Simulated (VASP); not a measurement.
# NaI (Fm-3m) in VASP: settings compared, part 2 of 3

VASP 6.6.1. The steps go on from the part before.

## 4. Single point, r2SCAN

Input file POSCAR:

```
NaI
1.0
    0.0000000000      3.2296283248      3.2296283248
    3.2296283248      0.0000000000      3.2296283248
    3.2296283248      3.2296283248      0.0000000000
Na I
1 1
Direct
    0.0000000000      0.0000000000      0.0000000000
    0.5000000000      0.5000000000      0.5000000000
```

Input file INCAR.step1:

```
SYSTEM = NaI
ALGO = Normal
EDIFF = 1E-4
ENCUT = 520
GGA = PE
ISMEAR = 0
LASPH = .TRUE.
LCHARG = .FALSE.
LREAL = .FALSE.
LWAVE = .TRUE.
NBANDS = 14
NELM = 60
PREC = Accurate
SIGMA = 0.01
```

Input file INCAR.step2:

```
SYSTEM = NaI
ALGO = Normal
EDIFF = 1E-7
ENCUT = 520
ISIF = 2
ISMEAR = 0
ISTART = 1
LASPH = .TRUE.
LCHARG = .TRUE.
LELF = .TRUE.
LMIXTAU = .TRUE.
LREAL = .FALSE.
LVHAR = .TRUE.
LWAVE = .FALSE.
METAGGA = R2SCAN
NBANDS = 14
NELM = 60
PREC = Accurate
SIGMA = 0.01
```

Input file KPOINTS:

```
k-points
0
G
  4 4 4
  0 0 0
```

Potentials or basis: VASP PAW PBE potentials, release 64 (Na_pv, I).

On the command line:

```bash
cat potpaw_PBE.64/Na_pv/POTCAR potpaw_PBE.64/I/POTCAR > POTCAR
cp INCAR.step1 INCAR
mpirun -np 1 vasp_std > vasp.out
cp INCAR.step2 INCAR
mpirun -np 1 vasp_std > vasp.out
```

OUTCAR:

```text
SYSTEM = NaI
   EDIFF = 1E-7
   ENCUT = 520
   ISIF = 2
   ISMEAR = 0
   ISTART = 1
   LASPH = .TRUE.
   LREAL = .FALSE.
   METAGGA = R2SCAN
   NELM = 60
   PREC = Accurate

 ion  position               nearest neighbor table
   1  0.000  0.000  0.000-
   2  0.500  0.500  0.500-

  LATTYP: Found a face centered cubic cell.
 ALAT       =     6.4592566496

  Lattice vectors:

 A1 = (   0.0000000000,   3.2296283248,   3.2296283248)
 A2 = (   3.2296283248,   0.0000000000,   3.2296283248)
 A3 = (   3.2296283248,   3.2296283248,   0.0000000000)

Analysis of symmetry for initial positions (statically):
=====================================================================
 Subroutine PRICEL returns:
 Original cell was already a primitive cell.

 Routine SETGRP: Setting up the symmetry group for a
 face centered cubic supercell.

 Subroutine GETGRP returns: Found 48 space group operations
 (whereof 48 operations were pure point group operations)
 out of a pool of 48 trial point group operations.

The static configuration has the point symmetry O_h .

Analysis of symmetry for dynamics (positions and initial velocities):
=====================================================================
 Subroutine PRICEL returns:
 Original cell was already a primitive cell.

 Routine SETGRP: Setting up the symmetry group for a
 face centered cubic supercell.

 Subroutine GETGRP returns: Found 48 space group operations
 (whereof 48 operations were pure point group operations)
 out of a pool of 48 trial point group operations.

The dynamic configuration has the point symmetry O_h .

 Subroutine INISYM returns: Found 48 space group operations
 (whereof 48 operations are pure point group operations),
 and found     1 'primitive' translations

----------------------------------------------------------------------------------------

                                     Primitive cell

  volume of cell :      67.3733

  direct lattice vectors                    reciprocal lattice vectors
     0.000000000  3.229628325  3.229628325    -0.154816576  0.154816576  0.154816576
     3.229628325  0.000000000  3.229628325     0.154816576 -0.154816576  0.154816576
     3.229628325  3.229628325  0.000000000     0.154816576  0.154816576 -0.154816576

  length of vectors
     4.567384178  4.567384178  4.567384178     0.268150176  0.268150176  0.268150176

  position of ions in fractional coordinates (direct lattice)
     0.000000000  0.000000000  0.000000000
     0.500000000  0.500000000  0.500000000

  ion indices of the primitive-cell ions
   primitive index   ion index
                 1           1
                 2           2

----------------------------------------------------------------------------------------

 KPOINTS: k-points

Automatic generation of k-mesh.
 Grid dimensions read from file:
 generate k-points for:    4    4    4

 Generating k-lattice:

  Cartesian coordinates                     Fractional coordinates (reciprocal lattice)
    -0.038704144  0.038704144  0.038704144     0.250000000  0.000000000  0.000000000
     0.038704144 -0.038704144  0.038704144     0.000000000  0.250000000  0.000000000
     0.038704144  0.038704144 -0.038704144     0.000000000  0.000000000  0.250000000

  Length of vectors
     0.067037544  0.067037544  0.067037544

  Shift w.r.t. Gamma in fractional coordinates (k-lattice)
     0.000000000  0.000000000  0.000000000

 Subroutine IBZKPT returns following result:
 ===========================================

 Found      8 irreducible k-points:

 Following reciprocal coordinates:
            Coordinates               Weight
  0.000000  0.000000  0.000000      1.000000
  0.250000  0.000000  0.000000      8.000000
  0.500000  0.000000  0.000000      4.000000
  0.250000  0.250000  0.000000      6.000000
  0.500000  0.250000  0.000000     24.000000
 -0.250000  0.250000  0.000000     12.000000
  0.500000  0.500000  0.000000      3.000000
 -0.250000  0.500000  0.250000      6.000000
   k-points           NKPTS =      8   k-points in BZ     NKDIM =      8   number of bands    NBANDS=     14
   number of dos      NEDOS =    301   number of ions     NIONS =      2
   total plane-waves  NPLWV =  46656
   dimension x,y,z NGX =    36 NGY =   36 NGZ =   36
   dimension x,y,z NGXF=    72 NGYF=   72 NGZF=   72
   ions per type =               1   1
   NGX,Y,Z   is equivalent  to a cutoff of  13.10, 13.10, 13.10 a.u.
   NGXF,Y,Z  is equivalent  to a cutoff of  26.21, 26.21, 26.21 a.u.
 SYSTEM =  NaI
   PREC   = accura    normal or accurate (medium, high low for compatibility)
   ISTART =      1    job   : 0-new  1-cont  2-samecut
   ICHARG =      0    charge: 1-file 2-atom 10-const
   ISPIN  =      1    spin polarized calculation?
   LNONCOLLINEAR =      F non collinear calculations
   LSORBIT =      F    spin-orbit coupling
   LASPH  =      T    aspherical Exc in radial PAW
   ENCUT  =  520.0 eV  38.22 Ry    6.18 a.u.   8.49  8.49  8.49*2*pi/ulx,y,z
   NELM   =     60;   NELMIN=  2; NELMDL=  0     # of ELM steps
   EDIFF  = 0.1E-06   stopping-criterion for ELM
   LREAL  =      F    real-space projection
   EDIFFG = 0.1E-05   stopping-criterion for IOM
   NSW    =      0    number of steps for IOM
   IBRION =     -1    ionic relax: 0-MD 1-quasi-New 2-CG
   NFREE  =      0    steps in history (QN), initial steepest desc. (CG)
   ISIF   =      2    stress and relaxation
   ISYM   =      2    0-nonsym 1-usesym 2-fastsym
   POTIM  = 0.5000    time-step for ionic-motion
   TEBEG  =    0.0;   TEEND  =   0.0 temperature during run
   PSTRESS=    0.0 pullay stress
   NELECT =      14.0000    total number of electrons
   NUPDOWN=      -1.0000    fix difference up-down
   EMIN   =  10.00;   EMAX   =-10.00  energy-range for DOS
   EFERMI =   0.00;   METHOD = LEGACY
   ISMEAR =     0;   SIGMA  =   0.01  broadening in eV -4-tet -1-fermi 0-gaus
   EFERMI_NEDOS =   21; number of points for ismear=-14 and -15
   IALGO  =     38    algorithm
   IMIX   =      4    mixing-type and parameters
     AMIX     =   0.40;   BMIX     =  1.00
     AMIX_MAG =   1.60;   BMIX_MAG =  1.00
  volume/ion in A,a.u.               =      33.69       227.33
  Fermi-wavevector in a.u.,A,eV,Ry     =   0.969665  1.832401 12.792876  0.940250
  Thomas-Fermi vector in A             =   2.099736
   LORBIT       =      0    0 simple, 1 ext, 2 COOP (PROOUT), +10 PAW based schemes
   METAGGA = R2SCAN    functional components
   LHFCALC =     F    Hartree Fock is set to
   AEXX    =    0.0000 exact exchange contribution
   IVDW    =     0    specifies the selected vdW correction
   LEPSILON=     F    determine dielectric tensor
   LRPA    =     F    only Hartree local field effects (RPA)
 non-spin polarized calculation
 Gauss-broadening in eV      SIGMA  =   0.01
  energy-cutoff  :      520.00
  volume of cell :       67.37
 maximum number of plane-waves:      1837
 NGX is ok and might be reduce to    36
   NGX = 17   NGY = 17   NGZ = 17

 number of electron      13.9999994 magnetization

 Free energy of the ion-electron system (eV)
  ---------------------------------------------------
  ext. energy  EPLUGINS =         0.00000000
  ---------------------------------------------------
  free energy    TOTEN  =       -31.08124412 eV

  energy without entropy =      -31.08124412  energy(sigma->0) =      -31.08124412

 E-fermi :   0.5864     XC(G=0):  -8.0941

 val. band max:        0.5277790018   @ k =   0.0000   0.0000   0.0000
 cond. band min:       4.9839989605   @ k =   0.0000   0.0000   0.0000
 fundamental gap:      4.4562199587
 Fermi energy:         0.5864283521

 k-point     1 :       0.0000    0.0000    0.0000
  band No.  band energies     occupation
      1     -22.7231      2.00000
      2     -22.7229      2.00000
      3     -22.7229      2.00000
      4     -10.8336      2.00000
      5       0.5278      2.00000
      6       0.5278      2.00000
      7       0.5278      2.00000
      8       4.9840      0.00000
      9       9.0003      0.00000
     10       9.0004      0.00000
     11       9.0004      0.00000
     12      10.8624      0.00000
     13      10.8624      0.00000
     14      11.6475      0.00000
[... 105 lines left out ...]
      1     -22.7258      2.00000
      2     -22.7256      2.00000
      3     -22.7247      2.00000
      4     -10.3997      2.00000
      5      -0.9172      2.00000
      6      -0.9172      2.00000
      7      -0.4104      2.00000
      8       7.1096      0.00000
      9       8.5870      0.00000
     10       8.5870      0.00000
     11       9.1943      0.00000
     12      13.5007      0.00000
     13      13.5009      0.00000
     14      14.0370      0.00000

------------------------ aborting loop because EDIFF is reached ----------------------------------------

  FORCE on cell =-STRESS in cart. coord.  units (eV):
  Direction    XX          YY          ZZ          XY          YZ          ZX
  --------------------------------------------------------------------------------------
  -------------------------------------------------------------------------------------
  Total       -0.0129477     -0.0129477     -0.0129477      0.0000000      0.0000000     -0.0000000
  in kB       -0.3079041     -0.3079041     -0.3079041      0.0000000      0.0000000     -0.0000000
  external PRESSURE =      -0.3079041 kB  Pullay stress =       0.0000000 kB

 VOLUME and BASIS-vectors are now :
 -----------------------------------------------------------------------------
  energy-cutoff  :      520.00
  volume of cell :       67.37
      direct lattice vectors                 reciprocal lattice vectors
     0.000000000  3.229628325  3.229628325    -0.154816576  0.154816576  0.154816576
     3.229628325  0.000000000  3.229628325     0.154816576 -0.154816576  0.154816576
     3.229628325  3.229628325  0.000000000     0.154816576  0.154816576 -0.154816576

 POSITION                                       TOTAL-FORCE (eV/Angst)
 -----------------------------------------------------------------------------------
      0.00000      0.00000      0.00000         0.000000      0.000000      0.000000
      3.22963      3.22963      3.22963        -0.000000     -0.000000     -0.000000
 -----------------------------------------------------------------------------------
    total drift:                                0.000000      0.000000      0.000000

  FREE ENERGIE OF THE ION-ELECTRON SYSTEM (eV)
  ---------------------------------------------------
  free  energy   TOTEN  =       -31.0812441228 eV

  energy  without entropy=      -31.0812441228  energy(sigma->0) =      -31.08124412
```

Wall time 50 s (1 thread of Intel Xeon Platinum 8259CL at 2.50GHz (Skylake/Cascade Lake), shared host); peak memory 0.22 GiB.

What came out:

```
Free energy            : -31.0812 eV
Pressure               : 0.0 GPa
Band gap on the k mesh : 4.46 eV, direct
```

Caveat: the k points lie up to 0.42 Å⁻¹ apart; the PAW data sets were made with another functional, which shifts forces and pressure a little; spin-orbit coupling is left out, which moves the levels of the heavy elements. r2SCAN opens gaps a little over a GGA but as a rule still falls short of measured ones.

## 5. Single point, PBE

Input file INCAR:

```
SYSTEM = NaI
ALGO = Normal
EDIFF = 1E-6
ENCUT = 520
GGA = PE
ISIF = 2
ISMEAR = 0
LASPH = .True.
LCHARG = .True.
LELF = .True.
LREAL = .False.
LVHAR = .True.
LWAVE = .False.
NBANDS = 14
NELM = 100
PREC = Accurate
SIGMA = 0.01
```

Input file KPOINTS:

```
k-points
0
Gamma
  6 6 6
  0 0 0
```

POSCAR is that of step 4.

Potentials or basis: VASP PAW PBE potentials, release 64 (Na_pv, I).

On the command line:

```bash
cat potpaw_PBE.64/Na_pv/POTCAR potpaw_PBE.64/I/POTCAR > POTCAR
mpirun -np 1 vasp_std > vasp.out
```

OUTCAR:

```text
SYSTEM = NaI
   EDIFF = 1E-6
   ENCUT = 520
   GGA = PE
   ISIF = 2
   ISMEAR = 0
   LASPH = .True.
   LREAL = .False.
   NELM = 100
   PREC = Accurate

 ion  position               nearest neighbor table
   1  0.000  0.000  0.000-
   2  0.500  0.500  0.500-

  LATTYP: Found a face centered cubic cell.
 ALAT       =     6.4592566496

  Lattice vectors:

 A1 = (   0.0000000000,   3.2296283248,   3.2296283248)
 A2 = (   3.2296283248,   0.0000000000,   3.2296283248)
 A3 = (   3.2296283248,   3.2296283248,   0.0000000000)

Analysis of symmetry for initial positions (statically):
=====================================================================
 Subroutine PRICEL returns:
 Original cell was already a primitive cell.

 Routine SETGRP: Setting up the symmetry group for a
 face centered cubic supercell.

 Subroutine GETGRP returns: Found 48 space group operations
 (whereof 48 operations were pure point group operations)
 out of a pool of 48 trial point group operations.

The static configuration has the point symmetry O_h .

Analysis of symmetry for dynamics (positions and initial velocities):
[... 162 lines left out ...]
      3     -21.5813      2.00000
      4     -10.1830      2.00000
      5       0.8507      2.00000
      6       0.8507      2.00000
      7       0.8507      2.00000
      8       4.5080      0.00000
      9       8.7802      0.00000
     10       8.7802      0.00000
     11       8.7802      0.00000
     12      10.6087      0.00000
     13      10.6087      0.00000
     14      11.2905      0.00000
[... 241 lines left out ...]
      1     -21.5848      2.00000
      2     -21.5836      2.00000
      3     -21.5832      2.00000
      4      -9.7783      2.00000
      5      -0.8355      2.00000
      6      -0.2656      2.00000
      7      -0.0467      2.00000
      8       6.2164      0.00000
      9       7.3481      0.00000
     10       9.4347      0.00000
     11       9.4937      0.00000
     12      12.4973      0.00000
     13      13.3370      0.00000
     14      13.5141      0.00000

------------------------ aborting loop because EDIFF is reached ----------------------------------------

  FORCE on cell =-STRESS in cart. coord.  units (eV):
  Direction    XX          YY          ZZ          XY          YZ          ZX
  --------------------------------------------------------------------------------------
  -------------------------------------------------------------------------------------
  Total        0.2269613      0.2269613      0.2269613      0.0000000      0.0000000     -0.0000000
  in kB        5.3972777      5.3972777      5.3972777      0.0000000      0.0000000     -0.0000000
  external PRESSURE =       5.3972777 kB  Pullay stress =       0.0000000 kB

 VOLUME and BASIS-vectors are now :
 -----------------------------------------------------------------------------
  energy-cutoff  :      520.00
  volume of cell :       67.37
      direct lattice vectors                 reciprocal lattice vectors
     0.000000000  3.229628325  3.229628325    -0.154816576  0.154816576  0.154816576
     3.229628325  0.000000000  3.229628325     0.154816576 -0.154816576  0.154816576
     3.229628325  3.229628325  0.000000000     0.154816576  0.154816576 -0.154816576

 POSITION                                       TOTAL-FORCE (eV/Angst)
 -----------------------------------------------------------------------------------
      0.00000      0.00000      0.00000         0.000000      0.000000      0.000000
      3.22963      3.22963      3.22963         0.000000     -0.000000     -0.000000
 -----------------------------------------------------------------------------------
    total drift:                                0.000000      0.000000      0.000000

  FREE ENERGIE OF THE ION-ELECTRON SYSTEM (eV)
  ---------------------------------------------------
  free  energy   TOTEN  =        -5.3836161665 eV

  energy  without entropy=       -5.3836161665  energy(sigma->0) =       -5.38361617
```

Wall time 17 s (1 thread of Intel Xeon Platinum 8259CL at 2.50GHz (Skylake/Cascade Lake), shared host); peak memory 0.2 GiB.

What came out:

* Free energy: -5.3836 eV
* Pressure: 0.5 GPa
* Band gap on the k mesh: 3.66 eV, direct

Caveat: spin-orbit coupling is left out, which moves the levels of the heavy elements.

(Part 2 of 3 ends here.)
